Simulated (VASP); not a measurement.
# InPd (Pm-3m) in VASP: electric field gradients with PBE

Aim: the electric field gradients of InPd with PBE.

Program: VASP 6.6.1. These are calculated values, not measurements. Logs are shortened: lines on timing, memory, paths and dates and some standing lists are left out, and cuts for length are marked.

### 1 The cell of the first run

Symmetry: Pm-3m, No. 221, cubic system. The conventional cell has a = 3.272 Å, b = 3.272 Å, c = 3.272 Å, α = 90.00°, β = 90.00°, γ = 90.00°. In (site symmetry m-3m) has 8 Pd at 2.83 Å and 6 In at 3.27 Å within 3.7 Å. Pd (site symmetry m-3m) has 8 In at 2.83 Å and 6 Pd at 3.27 Å within 3.7 Å.

### 2 Electric field gradients, PBE

Contents of INCAR:

```
PREC = Accurate
ENCUT = 520
EDIFF = 1E-8
ISMEAR = -1
SIGMA = 0.05
LREAL = False
LASPH = True
NELM = 80
ALGO = Normal
ISIF = 2
LWAVE = False
LCHARG = False
GGA = PE
LEFG = True
NBANDS = 18
```

Contents of KPOINTS:

```
Automatic mesh
0
Gamma
  9 9 9
```

Contents of POSCAR:

```
InPd
1.0
    3.2718847800      0.0000000000      0.0000000000
    0.0000000000      3.2718847800      0.0000000000
    0.0000000000      0.0000000000      3.2718847800
In Pd
1 1
Direct
    0.0000000000      0.0000000000      0.0000000000
    0.5000000000      0.5000000000      0.5000000000
```

Potentials or basis: VASP PAW PBE potentials, release 64 (In_d, Pd).

Command:

```console
$ cat potpaw_PBE.64/In_d/POTCAR potpaw_PBE.64/Pd/POTCAR > POTCAR
$ mpirun -np 1 vasp_std > vasp.out
```

OUTCAR:

```text
PREC = Accurate
   ENCUT = 520
   EDIFF = 1E-8
   ISMEAR = -1
   LREAL = False
   LASPH = True
   NELM = 80
   ISIF = 2
   GGA = PE

 ion  position               nearest neighbor table
   1  0.000  0.000  0.000-   2 2.83   2 2.83   2 2.83   2 2.83   2 2.83   2 2.83   2 2.83   2 2.83

   2  0.500  0.500  0.500-   1 2.83   1 2.83   1 2.83   1 2.83   1 2.83   1 2.83   1 2.83   1 2.83

  LATTYP: Found a simple cubic cell.
 ALAT       =     3.2718847800

  Lattice vectors:

 A1 = (   3.2718847800,   0.0000000000,   0.0000000000)
 A2 = (   0.0000000000,   3.2718847800,   0.0000000000)
 A3 = (   0.0000000000,   0.0000000000,   3.2718847800)

Analysis of symmetry for initial positions (statically):
=====================================================================
 Subroutine PRICEL returns:
 Original cell was already a primitive cell.

 Routine SETGRP: Setting up the symmetry group for a
 simple cubic supercell.

 Subroutine GETGRP returns: Found 48 space group operations
 (whereof 48 operations were pure point group operations)
 out of a pool of 48 trial point group operations.

The static configuration has the point symmetry O_h .

Analysis of symmetry for dynamics (positions and initial velocities):
=====================================================================
 Subroutine PRICEL returns:
 Original cell was already a primitive cell.

 Routine SETGRP: Setting up the symmetry group for a
 simple cubic supercell.

 Subroutine GETGRP returns: Found 48 space group operations
 (whereof 48 operations were pure point group operations)
 out of a pool of 48 trial point group operations.

The dynamic configuration has the point symmetry O_h .

 Subroutine INISYM returns: Found 48 space group operations
 (whereof 48 operations are pure point group operations),
 and found     1 'primitive' translations

----------------------------------------------------------------------------------------

                                     Primitive cell

  volume of cell :      35.0263

  direct lattice vectors                    reciprocal lattice vectors
     3.271884780  0.000000000  0.000000000     0.305634234  0.000000000  0.000000000
     0.000000000  3.271884780  0.000000000     0.000000000  0.305634234  0.000000000
     0.000000000  0.000000000  3.271884780     0.000000000  0.000000000  0.305634234

  length of vectors
     3.271884780  3.271884780  3.271884780     0.305634234  0.305634234  0.305634234

  position of ions in fractional coordinates (direct lattice)
     0.000000000  0.000000000  0.000000000
     0.500000000  0.500000000  0.500000000

  ion indices of the primitive-cell ions
   primitive index   ion index
                 1           1
                 2           2

----------------------------------------------------------------------------------------

 KPOINTS: Automatic mesh

Automatic generation of k-mesh.
 Grid dimensions read from file:
 generate k-points for:    9    9    9

 Generating k-lattice:

  Cartesian coordinates                     Fractional coordinates (reciprocal lattice)
     0.033959359  0.000000000  0.000000000     0.111111111  0.000000000  0.000000000
     0.000000000  0.033959359  0.000000000     0.000000000  0.111111111  0.000000000
     0.000000000  0.000000000  0.033959359     0.000000000  0.000000000  0.111111111

  Length of vectors
     0.033959359  0.033959359  0.033959359

  Shift w.r.t. Gamma in fractional coordinates (k-lattice)
     0.000000000  0.000000000  0.000000000

 Subroutine IBZKPT returns following result:
 ===========================================

 Found     35 irreducible k-points:

 Following reciprocal coordinates:
            Coordinates               Weight
  0.000000  0.000000  0.000000      1.000000
  0.111111  0.000000  0.000000      6.000000
  0.222222  0.000000  0.000000      6.000000
  0.333333  0.000000  0.000000      6.000000
  0.444444  0.000000  0.000000      6.000000
  0.111111  0.111111  0.000000     12.000000
[... 16 lines left out ...]
  0.333333  0.333333  0.111111     24.000000
  0.444444  0.333333  0.111111     48.000000
 [... further k-points ...]
   k-points           NKPTS =     35   k-points in BZ     NKDIM =     35   number of bands    NBANDS=     18
   number of dos      NEDOS =    301   number of ions     NIONS =      2
   total plane-waves  NPLWV =  13824
   dimension x,y,z NGX =    24 NGY =   24 NGZ =   24
   dimension x,y,z NGXF=    48 NGYF=   48 NGZF=   48
   ions per type =               1   1
   NGX,Y,Z   is equivalent  to a cutoff of  12.19, 12.19, 12.19 a.u.
   NGXF,Y,Z  is equivalent  to a cutoff of  24.39, 24.39, 24.39 a.u.
 SYSTEM =  unknown system
   PREC   = accura    normal or accurate (medium, high low for compatibility)
   ISTART =      0    job   : 0-new  1-cont  2-samecut
   ICHARG =      2    charge: 1-file 2-atom 10-const
   ISPIN  =      1    spin polarized calculation?
   LNONCOLLINEAR =      F non collinear calculations
   LSORBIT =      F    spin-orbit coupling
   LASPH  =      T    aspherical Exc in radial PAW
   ENCUT  =  520.0 eV  38.22 Ry    6.18 a.u.   6.08  6.08  6.08*2*pi/ulx,y,z
   NELM   =     80;   NELMIN=  2; NELMDL= -5     # of ELM steps
   EDIFF  = 0.1E-07   stopping-criterion for ELM
   LREAL  =      F    real-space projection
   EDIFFG = 0.1E-06   stopping-criterion for IOM
   NSW    =      0    number of steps for IOM
   IBRION =     -1    ionic relax: 0-MD 1-quasi-New 2-CG
   NFREE  =      0    steps in history (QN), initial steepest desc. (CG)
   ISIF   =      2    stress and relaxation
   ISYM   =      2    0-nonsym 1-usesym 2-fastsym
   POTIM  = 0.5000    time-step for ionic-motion
   TEBEG  =    0.0;   TEEND  =   0.0 temperature during run
   PSTRESS=    0.0 pullay stress
   NELECT =      23.0000    total number of electrons
   NUPDOWN=      -1.0000    fix difference up-down
   EMIN   =  10.00;   EMAX   =-10.00  energy-range for DOS
   EFERMI =   0.00;   METHOD = LEGACY
   ISMEAR =    -1;   SIGMA  =   0.05  broadening in eV -4-tet -1-fermi 0-gaus
   EFERMI_NEDOS =   21; number of points for ismear=-14 and -15
   IALGO  =     38    algorithm
   IMIX   =      4    mixing-type and parameters
     AMIX     =   0.40;   BMIX     =  1.00
     AMIX_MAG =   1.60;   BMIX_MAG =  1.00
  volume/ion in A,a.u.               =      17.51       118.18
  Fermi-wavevector in a.u.,A,eV,Ry     =   1.422938  2.688964 27.548447  2.024754
  Thomas-Fermi vector in A             =   2.543589
   LORBIT       =      0    0 simple, 1 ext, 2 COOP (PROOUT), +10 PAW based schemes
   GGA     = PE    functional components
   LHFCALC =     F    Hartree Fock is set to
   AEXX    =    0.0000 exact exchange contribution
   IVDW    =     0    specifies the selected vdW correction
   LEPSILON=     F    determine dielectric tensor
   LRPA    =     F    only Hartree local field effects (RPA)
 non-spin polarized calculation
  energy-cutoff  :      520.00
  volume of cell :       35.03
 maximum number of plane-waves:       956
   NGX = 13   NGY = 13   NGZ = 13

 number of electron      22.9999997 magnetization

 Free energy of the ion-electron system (eV)
  ---------------------------------------------------
  ext. energy  EPLUGINS =         0.00000000
  ---------------------------------------------------
  free energy    TOTEN  =        -8.72690743 eV

  energy without entropy =       -8.72011635  energy(sigma->0) =       -8.72351189

 E-fermi :  10.5603     XC(G=0): -12.2311

 val. band max:       10.4807698398   @ k =   0.3333   0.2222   0.0000
 cond. band min:      10.6276014488   @ k =   0.4444   0.4444   0.4444
 fundamental gap:      0.1468316090
 Fermi energy:        10.5602842612

 k-point     1 :       0.0000    0.0000    0.0000
  band No.  band energies     occupation
      1      -4.4739      2.00000
      2      -4.4739      2.00000
      3      -4.0656      2.00000
      4      -4.0656      2.00000
      5      -4.0656      2.00000
      6       0.4305      2.00000
[... 10 lines left out ...]
     17      21.0705      0.00000
     18      26.5075      0.00000

 k-point     2 :       0.1111    0.0000    0.0000
  band No.  band energies     occupation
      1      -4.4671      2.00000
      2      -4.4327      2.00000
      3      -4.0781      2.00000
      4      -4.0781      2.00000
      5      -4.0618      2.00000
      6       0.6265      2.00000
[... 10 lines left out ...]
     17      22.2480      0.00000
     18      26.0734      0.00000
[... 442 lines left out ...]
 k-point    24 :       0.4444    0.3333    0.1111
  band No.  band energies     occupation
      1      -4.3505      2.00000
      2      -4.2562      2.00000
      3      -4.2104      2.00000
      4      -4.1794      2.00000
      5      -3.9519      2.00000
      6       4.1884      2.00000
[... 10 lines left out ...]
     17      22.0423      0.00000
     18      23.8759      0.00000

 [... further k-points ...]
[... 5 lines left out ...]
  --------------------------------------------------------------------------------------
  -------------------------------------------------------------------------------------
  Total        0.8377184      0.8377184      0.8377184     -0.0000000     -0.0000000      0.0000000
  in kB       38.3190424     38.3190424     38.3190424     -0.0000000     -0.0000000      0.0000000
  external PRESSURE =      38.3190424 kB  Pullay stress =       0.0000000 kB

 VOLUME and BASIS-vectors are now :
 -----------------------------------------------------------------------------
  energy-cutoff  :      520.00
  volume of cell :       35.03
      direct lattice vectors                 reciprocal lattice vectors
     3.271884780  0.000000000  0.000000000     0.305634234  0.000000000  0.000000000
     0.000000000  3.271884780  0.000000000     0.000000000  0.305634234  0.000000000
     0.000000000  0.000000000  3.271884780     0.000000000  0.000000000  0.305634234

 POSITION                                       TOTAL-FORCE (eV/Angst)
 -----------------------------------------------------------------------------------
      0.00000      0.00000      0.00000         0.000000      0.000000      0.000000
      1.63594      1.63594      1.63594         0.000000      0.000000      0.000000
 -----------------------------------------------------------------------------------
    total drift:                                0.000000      0.000000     -0.000000

  FREE ENERGIE OF THE ION-ELECTRON SYSTEM (eV)
  ---------------------------------------------------
  free  energy   TOTEN  =        -8.7269074292 eV

  energy  without entropy=       -8.7201163482  energy(sigma->0) =       -8.72351189

 Electric field gradients (V/A^2)
---------------------------------------------------------------------
 ion       V_xx      V_yy      V_zz      V_xy      V_xz      V_yz
---------------------------------------------------------------------
   1       0.000     0.000     0.000    -0.000    -0.000     0.000
   2       0.000    -0.000     0.000    -0.000    -0.000    -0.000
---------------------------------------------------------------------

 Electric field gradients after diagonalization (V/A^2)
 (convention: |V_zz| > |V_xx| > |V_yy|)
----------------------------------------------------------------------
 ion       V_xx      V_yy      V_zz     asymmetry (V_yy - V_xx)/ V_zz
----------------------------------------------------------------------
   1       0.000     0.000     0.000      -0.096
   2       0.000    -0.000     0.000      -0.307
----------------------------------------------------------------------

           NMR quadrupolar parameters

 Cq : quadrupolar parameter    Cq=e*Q*V_zz/h
 eta: asymmetry parameters     (V_yy - V_xx)/ V_zz
 Q  : nuclear electric quadrupole moment in mb (millibarn)
----------------------------------------------------------------------
 ion       Cq(MHz)       eta       Q (mb)
----------------------------------------------------------------------
   1       0.000      -0.096       1.000
   2       0.000      -0.307       1.000
----------------------------------------------------------------------
```

It took 16 s on 1 thread of Intel Xeon 8259CL, shared host; peak memory 0.15 GiB.

Results:

| Item | Value |
| --- | --- |
| Free energy | -8.7269 eV |
| Pressure | 3.8 GPa |

Caveat: without QUAD_EFG the Cq values of the log hold for a quadrupole moment of 1 mb, not for the nuclei; spin-orbit coupling is left out, which moves the levels of the heavy elements.
